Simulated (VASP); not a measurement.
# Rb (Im-3m) in VASP: a series of runs, part 2 of 2

VASP 6.6.1.

## Step 3: Single point, LDA

Contents of INCAR:

```
PREC = Accurate
ENCUT = 520
EDIFF = 1E-6
ISMEAR = 1
SIGMA = 0.1
LREAL = False
LASPH = True
NELM = 100
ALGO = Normal
ISIF = 2
LWAVE = False
LCHARG = True
GGA = CA
LELF = True
LVHAR = True
NBANDS = 10
```

Contents of KPOINTS:

```
regular mesh
0
Gamma
  8 8 8
```

Contents of POSCAR:

```
Rb
1.0
   -2.6859640533      2.6859640533      2.6859640533
    2.6859640533     -2.6859640533      2.6859640533
    2.6859640533      2.6859640533     -2.6859640533
Rb
1
Direct
    0.0000000000      0.0000000000      0.0000000000
```

Potentials or basis: VASP PAW LDA potentials, release 64 (Rb_sv).

The run is started by

```sh
$ cat potpaw_LDA.64/Rb_sv/POTCAR > POTCAR
$ mpirun -np 1 vasp_std > vasp.out
```

OUTCAR:

```text
PREC = Accurate
   ENCUT = 520
   EDIFF = 1E-6
   ISMEAR = 1
   LREAL = False
   LASPH = True
   NELM = 100
   ISIF = 2
   GGA = CA

 ion  position               nearest neighbor table
   1  0.000  0.000  0.000-

  LATTYP: Found a body centered cubic cell.
 ALAT       =     5.3719281066

  Lattice vectors:

 A1 = (  -2.6859640533,   2.6859640533,   2.6859640533)
 A2 = (   2.6859640533,  -2.6859640533,   2.6859640533)
 A3 = (   2.6859640533,   2.6859640533,  -2.6859640533)

Analysis of symmetry for initial positions (statically):
=====================================================================
 Subroutine PRICEL returns:
 Original cell was already a primitive cell.

 Routine SETGRP: Setting up the symmetry group for a
 body centered cubic supercell.

 Subroutine GETGRP returns: Found 48 space group operations
 (whereof 48 operations were pure point group operations)
 out of a pool of 48 trial point group operations.

The static configuration has the point symmetry O_h .

Analysis of symmetry for dynamics (positions and initial velocities):
=====================================================================
 Subroutine PRICEL returns:
 Original cell was already a primitive cell.

 Routine SETGRP: Setting up the symmetry group for a
 body centered cubic supercell.

 Subroutine GETGRP returns: Found 48 space group operations
 (whereof 48 operations were pure point group operations)
 out of a pool of 48 trial point group operations.

The dynamic configuration has the point symmetry O_h .

 Subroutine INISYM returns: Found 48 space group operations
 (whereof 48 operations are pure point group operations),
 and found     1 'primitive' translations

----------------------------------------------------------------------------------------

                                     Primitive cell

  volume of cell :      77.5105

  direct lattice vectors                    reciprocal lattice vectors
    -2.685964053  2.685964053  2.685964053     0.000000000  0.186152901  0.186152901
     2.685964053 -2.685964053  2.685964053     0.186152901  0.000000000  0.186152901
     2.685964053  2.685964053 -2.685964053     0.186152901  0.186152901  0.000000000

  length of vectors
     4.652226208  4.652226208  4.652226208     0.263259957  0.263259957  0.263259957

  position of ions in fractional coordinates (direct lattice)
     0.000000000  0.000000000  0.000000000

  ion indices of the primitive-cell ions
   primitive index   ion index
                 1           1

----------------------------------------------------------------------------------------

 KPOINTS: regular mesh

Automatic generation of k-mesh.
 Grid dimensions read from file:
 generate k-points for:    8    8    8

 Generating k-lattice:

  Cartesian coordinates                     Fractional coordinates (reciprocal lattice)
     0.000000000  0.023269113  0.023269113     0.125000000  0.000000000  0.000000000
     0.023269113  0.000000000  0.023269113     0.000000000  0.125000000  0.000000000
     0.023269113  0.023269113  0.000000000     0.000000000  0.000000000  0.125000000

  Length of vectors
     0.032907495  0.032907495  0.032907495

  Shift w.r.t. Gamma in fractional coordinates (k-lattice)
     0.000000000  0.000000000  0.000000000

 Subroutine IBZKPT returns following result:
 ===========================================

 Found     29 irreducible k-points:

 Following reciprocal coordinates:
            Coordinates               Weight
  0.000000  0.000000  0.000000      1.000000
  0.125000  0.000000  0.000000     12.000000
  0.250000  0.000000  0.000000     12.000000
  0.375000  0.000000  0.000000     12.000000
  0.500000  0.000000  0.000000      6.000000
  0.125000  0.125000  0.000000     24.000000
[... 16 lines left out ...]
 -0.250000  0.250000  0.250000      6.000000
 -0.375000  0.375000  0.250000     24.000000
 [... further k-points ...]
   k-points           NKPTS =     29   k-points in BZ     NKDIM =     29   number of bands    NBANDS=     10
   number of dos      NEDOS =    301   number of ions     NIONS =      1
   total plane-waves  NPLWV =  46656
   dimension x,y,z NGX =    36 NGY =   36 NGZ =   36
   dimension x,y,z NGXF=    72 NGYF=   72 NGZF=   72
   ions per type =               1
   NGX,Y,Z   is equivalent  to a cutoff of  12.86, 12.86, 12.86 a.u.
   NGXF,Y,Z  is equivalent  to a cutoff of  25.73, 25.73, 25.73 a.u.
 SYSTEM =  unknown system
   PREC   = accura    normal or accurate (medium, high low for compatibility)
   ISTART =      0    job   : 0-new  1-cont  2-samecut
   ICHARG =      2    charge: 1-file 2-atom 10-const
   ISPIN  =      1    spin polarized calculation?
   LNONCOLLINEAR =      F non collinear calculations
   LSORBIT =      F    spin-orbit coupling
   LASPH  =      T    aspherical Exc in radial PAW
   ENCUT  =  520.0 eV  38.22 Ry    6.18 a.u.   8.65  8.65  8.65*2*pi/ulx,y,z
   NELM   =    100;   NELMIN=  2; NELMDL= -5     # of ELM steps
   EDIFF  = 0.1E-05   stopping-criterion for ELM
   LREAL  =      F    real-space projection
   EDIFFG = 0.1E-04   stopping-criterion for IOM
   NSW    =      0    number of steps for IOM
   IBRION =     -1    ionic relax: 0-MD 1-quasi-New 2-CG
   NFREE  =      0    steps in history (QN), initial steepest desc. (CG)
   ISIF   =      2    stress and relaxation
   ISYM   =      2    0-nonsym 1-usesym 2-fastsym
   POTIM  = 0.5000    time-step for ionic-motion
   TEBEG  =    0.0;   TEEND  =   0.0 temperature during run
   PSTRESS=    0.0 pullay stress
   NELECT =       9.0000    total number of electrons
   NUPDOWN=      -1.0000    fix difference up-down
   EMIN   =  10.00;   EMAX   =-10.00  energy-range for DOS
   EFERMI =   0.00;   METHOD = LEGACY
   ISMEAR =     1;   SIGMA  =   0.10  broadening in eV -4-tet -1-fermi 0-gaus
   EFERMI_NEDOS =   21; number of points for ismear=-14 and -15
   IALGO  =     38    algorithm
   IMIX   =      4    mixing-type and parameters
     AMIX     =   0.40;   BMIX     =  1.00
     AMIX_MAG =   1.60;   BMIX_MAG =  1.00
  volume/ion in A,a.u.               =      77.51       523.07
  Fermi-wavevector in a.u.,A,eV,Ry     =   0.798673  1.509272  8.678857  0.637878
  Thomas-Fermi vector in A             =   1.905629
   LORBIT       =      0    0 simple, 1 ext, 2 COOP (PROOUT), +10 PAW based schemes
   GGA     = CA    functional components
   LHFCALC =     F    Hartree Fock is set to
   AEXX    =    0.0000 exact exchange contribution
   IVDW    =     0    specifies the selected vdW correction
   LEPSILON=     F    determine dielectric tensor
   LRPA    =     F    only Hartree local field effects (RPA)
 non-spin polarized calculation
 Methfessel and Paxton  Order N= 1 SIGMA  =   0.10
  energy-cutoff  :      520.00
  volume of cell :       77.51
 maximum number of plane-waves:      2112
   NGX = 17   NGY = 17   NGZ = 17

 number of electron       9.0000000 magnetization

 Free energy of the ion-electron system (eV)
  ---------------------------------------------------
  ext. energy  EPLUGINS =         0.00000000
  ---------------------------------------------------
  free energy    TOTEN  =        -1.05213882 eV

  energy without entropy =       -1.05026731  energy(sigma->0) =       -1.05151498

 E-fermi :   0.1984     XC(G=0):  -6.1026

 val. band max:        0.1593230106   @ k =   0.2500   0.2500   0.0000
 cond. band min:       0.2286685893   @ k =   0.3750   0.1250   0.0000
 fundamental gap:      0.0693455787
 Fermi energy:         0.1984374767

 k-point     1 :       0.0000    0.0000    0.0000
  band No.  band energies     occupation
      1     -28.5526      2.00000
      2     -12.6310      2.00000
      3     -12.6310      2.00000
      4     -12.6310      2.00000
      5      -2.0408      2.00000
      6       3.8830      0.00000
      7       3.8830      0.00000
      8       3.8830      0.00000
      9       4.9836      0.00000
     10       4.9836      0.00000
[... 287 lines left out ...]
 k-point    24 :      -0.3750    0.3750    0.2500
  band No.  band energies     occupation
      1     -28.5409      2.00000
      2     -12.7577      2.00000
      3     -12.7102      2.00000
      4     -12.6939      2.00000
      5       0.3019     -0.05671
      6       1.8477     -0.00000
      7       3.2581      0.00000
      8       3.2752      0.00000
      9       4.4298      0.00000
     10       5.5982      0.00000

 [... further k-points ...]

------------------------ aborting loop because EDIFF is reached ----------------------------------------

  FORCE on cell =-STRESS in cart. coord.  units (eV):
  Direction    XX          YY          ZZ          XY          YZ          ZX
  --------------------------------------------------------------------------------------
  -------------------------------------------------------------------------------------
  Total        0.0103490      0.0103490      0.0103490     -0.0000000     -0.0000000      0.0000000
  in kB        0.2139185      0.2139185      0.2139185     -0.0000000     -0.0000000      0.0000000
  external PRESSURE =       0.2139185 kB  Pullay stress =       0.0000000 kB

 VOLUME and BASIS-vectors are now :
 -----------------------------------------------------------------------------
  energy-cutoff  :      520.00
  volume of cell :       77.51
      direct lattice vectors                 reciprocal lattice vectors
    -2.685964053  2.685964053  2.685964053     0.000000000  0.186152901  0.186152901
     2.685964053 -2.685964053  2.685964053     0.186152901  0.000000000  0.186152901
     2.685964053  2.685964053 -2.685964053     0.186152901  0.186152901  0.000000000

 POSITION                                       TOTAL-FORCE (eV/Angst)
 -----------------------------------------------------------------------------------
      0.00000      0.00000      0.00000         0.000000     -0.000000      0.000000
 -----------------------------------------------------------------------------------
    total drift:                               -0.000000     -0.000000      0.000000

  FREE ENERGIE OF THE ION-ELECTRON SYSTEM (eV)
  ---------------------------------------------------
  free  energy   TOTEN  =        -1.0521388152 eV

  energy  without entropy=       -1.0502673114  energy(sigma->0) =       -1.05151498
```

OSZICAR:

```text
N       E                     dE             d eps       ncg     rms          rms(c)
DAV:   1     0.396379944048E+02    0.39638E+02   -0.33936E+03   580   0.670E+02
DAV:   2     0.128813367184E+01   -0.38350E+02   -0.37564E+02   646   0.125E+02
DAV:   3    -0.970799764717E+00   -0.22589E+01   -0.22248E+01   780   0.300E+01
DAV:   4    -0.105192594904E+01   -0.81126E-01   -0.80989E-01   784   0.498E+00
DAV:   5    -0.105389360919E+01   -0.19677E-02   -0.19676E-02   792   0.570E-01    0.150E+00
DAV:   6    -0.105247881956E+01    0.14148E-02   -0.23505E-03   776   0.262E-01    0.915E-01
DAV:   7    -0.105211839126E+01    0.36043E-03   -0.35597E-03   760   0.309E-01    0.579E-02
DAV:   8    -0.105213492496E+01   -0.16534E-04   -0.22668E-04   690   0.107E-01    0.118E-02
DAV:   9    -0.105213868795E+01   -0.37630E-05   -0.82827E-06   788   0.190E-02    0.473E-03
DAV:  10    -0.105213881519E+01   -0.12724E-06   -0.25482E-06   662   0.858E-03
   1 F= -.10521388E+01 E0= -.10515150E+01  d E =-.187150E-02
```

stdout:

```text
POSCAR found type information on POSCAR Rb
 POSCAR found :  1 types and       1 ions
 scaLAPACK will be used
 LDA part: xc-table for (Slater(with rela. corr.)+CA(PZ))
 , standard interpolation
 POSCAR, INCAR and KPOINTS ok, starting setup
 FFT: planning ... GRIDC
 FFT: planning ... GRID_SOFT
 FFT: planning ... GRID
 WAVECAR not read
 entering main loop
```

Run time: 22 s. Hardware: 1 thread of AMD EPYC 7R13, shared host; peak memory 0.14 GiB.

What came out:

```
Free energy            : -1.0521 eV
Pressure               : 0.0 GPa
Band gap on the k mesh : zero (an odd number of electrons rules out a gap without spin polarisation)
```

## Step 4: Single point, LDA

Contents of INCAR:

```
SYSTEM = Rb
PREC = Accurate
ENCUT = 520
EDIFF = 1E-6
ISMEAR = 1
SIGMA = 0.2
LREAL = .False.
LASPH = .True.
NELM = 100
ALGO = Normal
ISIF = 2
LWAVE = .False.
LCHARG = .False.
NBANDS = 10
```

Contents of KPOINTS:

```
regular mesh
0
Gamma
  8 8 8
  0 0 0
```

POSCAR is that of step 3.

Potentials or basis: VASP PAW LDA potentials, release 64 (Rb_sv).

The run is started by

```sh
$ cat potpaw_LDA.64/Rb_sv/POTCAR > POTCAR
$ mpirun -np 1 vasp_std > vasp.out
```

OUTCAR:

```text
SYSTEM = Rb
   PREC = Accurate
   ENCUT = 520
   EDIFF = 1E-6
   ISMEAR = 1
   LREAL = .False.
   LASPH = .True.
   NELM = 100
   ISIF = 2

 ion  position               nearest neighbor table
   1  0.000  0.000  0.000-

  LATTYP: Found a body centered cubic cell.
 ALAT       =     5.3719281066

  Lattice vectors:

 A1 = (  -2.6859640533,   2.6859640533,   2.6859640533)
 A2 = (   2.6859640533,  -2.6859640533,   2.6859640533)
 A3 = (   2.6859640533,   2.6859640533,  -2.6859640533)

Analysis of symmetry for initial positions (statically):
=====================================================================
 Subroutine PRICEL returns:
 Original cell was already a primitive cell.

 Routine SETGRP: Setting up the symmetry group for a
 body centered cubic supercell.

 Subroutine GETGRP returns: Found 48 space group operations
 (whereof 48 operations were pure point group operations)
 out of a pool of 48 trial point group operations.

The static configuration has the point symmetry O_h .

Analysis of symmetry for dynamics (positions and initial velocities):
[... 163 lines left out ...]

 k-point     1 :       0.0000    0.0000    0.0000
  band No.  band energies     occupation
      1     -28.5527      2.00000
      2     -12.6310      2.00000
      3     -12.6310      2.00000
      4     -12.6310      2.00000
      5      -2.0407      2.00000
      6       3.8832     -0.00000
      7       3.8832     -0.00000
      8       3.8832     -0.00000
      9       4.9834      0.00000
     10       4.9834      0.00000
[... 287 lines left out ...]
 k-point    24 :      -0.3750    0.3750    0.2500
  band No.  band energies     occupation
      1     -28.5409      2.00000
      2     -12.7577      2.00000
      3     -12.7102      2.00000
      4     -12.6939      2.00000
      5       0.3020      0.15898
      6       1.8477     -0.00000
      7       3.2582     -0.00000
      8       3.2754     -0.00000
      9       4.4299      0.00000
     10       5.5984      0.00000

 [... further k-points ...]

------------------------ aborting loop because EDIFF is reached ----------------------------------------

  FORCE on cell =-STRESS in cart. coord.  units (eV):
  Direction    XX          YY          ZZ          XY          YZ          ZX
  --------------------------------------------------------------------------------------
  -------------------------------------------------------------------------------------
  Total        0.0074686      0.0074686      0.0074686      0.0000000      0.0000000     -0.0000000
  in kB        0.1543800      0.1543800      0.1543800      0.0000000      0.0000000     -0.0000000
  external PRESSURE =       0.1543800 kB  Pullay stress =       0.0000000 kB

 VOLUME and BASIS-vectors are now :
 -----------------------------------------------------------------------------
  energy-cutoff  :      520.00
  volume of cell :       77.51
      direct lattice vectors                 reciprocal lattice vectors
    -2.685964053  2.685964053  2.685964053     0.000000000  0.186152901  0.186152901
     2.685964053 -2.685964053  2.685964053     0.186152901  0.000000000  0.186152901
     2.685964053  2.685964053 -2.685964053     0.186152901  0.186152901  0.000000000

 POSITION                                       TOTAL-FORCE (eV/Angst)
 -----------------------------------------------------------------------------------
      0.00000      0.00000      0.00000         0.000000     -0.000000      0.000000
 -----------------------------------------------------------------------------------
    total drift:                               -0.000000     -0.000000      0.000000

  FREE ENERGIE OF THE ION-ELECTRON SYSTEM (eV)
  ---------------------------------------------------
  free  energy   TOTEN  =        -1.0544874600 eV

  energy  without entropy=       -1.0493405802  energy(sigma->0) =       -1.05277183
```

Run time: 20 s. Hardware: 1 thread of AMD EPYC 7R13, shared host; peak memory 0.14 GiB.

What came out:

```yaml
Free_energy: -1.0545 eV
Pressure: 0.0 GPa
Band_gap_on_the_k_mesh: zero (an odd number of electrons rules out a gap without spin polarisation)
```

Levels at points of the mesh, in eV from the Fermi level:
```tsv
k point	band 1	band 2	band 3	band 4	band 5	band 6	band 7	band 8
(0.00, 0.00, 0.00)	-28.73	-12.81	-12.81	-12.81	-2.22	3.70	3.70	3.70
(0.50, 0.00, 0.00)	-28.73	-12.98	-12.87	-12.81	0.14	0.96	2.52	4.48
(0.50, 0.50, 0.50)	-28.72	-12.93	-12.93	-12.93	1.13	1.13	3.67	3.67
```

## Step 5: Summary

```csv
k mesh,smearing,gap on the mesh (eV),pressure (GPa)
14 × 14 × 14,fermi-dirac 0.1 eV,none,0.0
8 × 8 × 8,methfessel-paxton 0.1 eV,none,0.0
8 × 8 × 8,methfessel-paxton 0.2 eV,none,0.0
```

Alike in all rows: task single point; level LDA; potentials or basis VASP PAW LDA potentials, release 64 (Rb_sv); no spin polarisation; cell as given; cutoff (eV) 520.

Total energies depend on the potentials used, so only differences within one code and one set of settings carry meaning.
